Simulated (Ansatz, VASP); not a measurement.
## Cd in VASP and in Ansatz

```
Cd
1.0
     3.24153    0.00000    0.00000
    -1.62077    2.91740    0.03263
     0.00000    0.12705   10.53755
Cd
4
Direct
  0.13479 0.00000 0.00000
  0.27567 0.63627 0.24539
  0.95013 0.00000 0.50000
  0.63941 0.36373 0.75461
```

Alike in both runs: task single point; functional PBEsol; k mesh 14 × 14 × 4; occupations gaussian, width 0.1 eV; no spin polarisation.

```csv
,VASP,Ansatz
version,VASP 6.6.1,Ansatz 0.2.0
potentials or method,"VASP PAW PBE potentials, release 64 (Cd), cutoff 520 eV","scalar-relativistic, plane waves, PAW"
valence electrons in the cell,48,80
```

Ansatz gave:

| Property | Result |
| --- | --- |
| gap on the k mesh at the Fermi level (eV) | none |
| pressure (GPa) | -5.5 |
| traceless stress, the component that is largest in VASP (GPa) | -0.32 |
| rms of the force components (eV/Å) | 0.076 |

**Question.** Which values does VASP return?

**Answer.** gap on the k mesh at the Fermi level (eV): none; pressure (GPa): -5.3; traceless stress, the component that is largest in VASP (GPa): -0.34; rms of the force components (eV/Å): 0.080.

VASP's potentials were made for PBE, not for PBEsol. Atom by atom the forces differ by 0.004 eV/Å (rms over components). A gap of «none» marks a metal or a gap that the smearing closes. The functional is the same, so the differences come from potentials, cutoffs and numerics. VASP's potentials hold 48 valence electrons a cell and Ansatz's 80, so a difference there can come from the potentials and not from the codes.
